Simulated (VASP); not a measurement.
Wanted: the native input for a VASP 6.6.1 run.

```yaml
Task: single point
Functional: r2SCAN
Potentials_or_basis: VASP PAW PBE potentials, release 64 (Nb_sv)
Cutoff: 520 eV
k_mesh: 9 × 9 × 13
Occupations: fermi-dirac, width 0.1 eV
Spin: no spin polarisation
Dipole_correction: no
Further_INCAR_settings: ALGO = Normal; EDIFF = 1e-06; NBANDS = 26
```

Nb:

```
Nb
1.0
     4.81222    0.00000    0.00000
    -2.40611    4.16750    0.00000
     0.00000    0.00000    2.63944
Nb
3
Direct
  0.00000 0.00000 0.00000
  0.33333 0.66667 0.50000
  0.66667 0.33333 0.50000
```

This isn't the form of Nb at room conditions, which is bcc.

These files were run (other wordings do the same):

POSCAR

```
Nb
1.0
    4.8122168132      0.0000000000      0.0000000000
   -2.4061084066      4.1675020088      0.0000000000
    0.0000000000      0.0000000000      2.6394376337
Nb
3
Direct
    1.0000000000      0.0000000000      1.0000000000
    0.3333333333      0.6666666667      0.5000000000
    0.6666666667      0.3333333333      0.5000000000
```

INCAR.step1

```
SYSTEM = Nb
PREC = Accurate ; ENCUT = 520
ISMEAR = -1 ; SIGMA = 0.1
LREAL = .FALSE. ; LASPH = .TRUE.
NELM = 100 ; NBANDS = 26
GGA = PE ; ALGO = Normal
EDIFF = 1E-4 ; LWAVE = .TRUE.
LCHARG = .FALSE.
```

INCAR.step2

```
SYSTEM = Nb
PREC = Accurate ; ENCUT = 520
EDIFF = 1E-6 ; ISMEAR = -1
SIGMA = 0.1 ; LREAL = .FALSE.
LASPH = .TRUE. ; NELM = 100
ALGO = Normal ; ISIF = 2
LWAVE = .FALSE. ; LCHARG = .TRUE.
METAGGA = R2SCAN ; LMIXTAU = .TRUE.
LELF = .TRUE. ; LVHAR = .TRUE.
NBANDS = 26 ; ISTART = 1
```

KPOINTS

```
regular mesh
0
G
  9 9 13
  0 0 0
```

Potentials or basis: VASP PAW PBE potentials, release 64 (Nb_sv).

Launch:

```bash
$ cat potpaw_PBE.64/Nb_sv/POTCAR > POTCAR
$ cp INCAR.step1 INCAR
$ mpirun -np 1 vasp_std > vasp.out
$ cp INCAR.step2 INCAR
$ mpirun -np 1 vasp_std > vasp.out
```

It gave:

The pressure is 7.3 GPa. The band gap on the k mesh is zero (an odd number of electrons rules out a gap without spin polarisation).

Caveat: the cell stands under pressure; the PAW data sets were made with another functional, which shifts forces and pressure a little.

Wall time 2.2 min on 1 thread of Intel(R) Xeon(R) 6975P-C (Granite Rapids), on a shared host, peak memory 0.22 GiB.
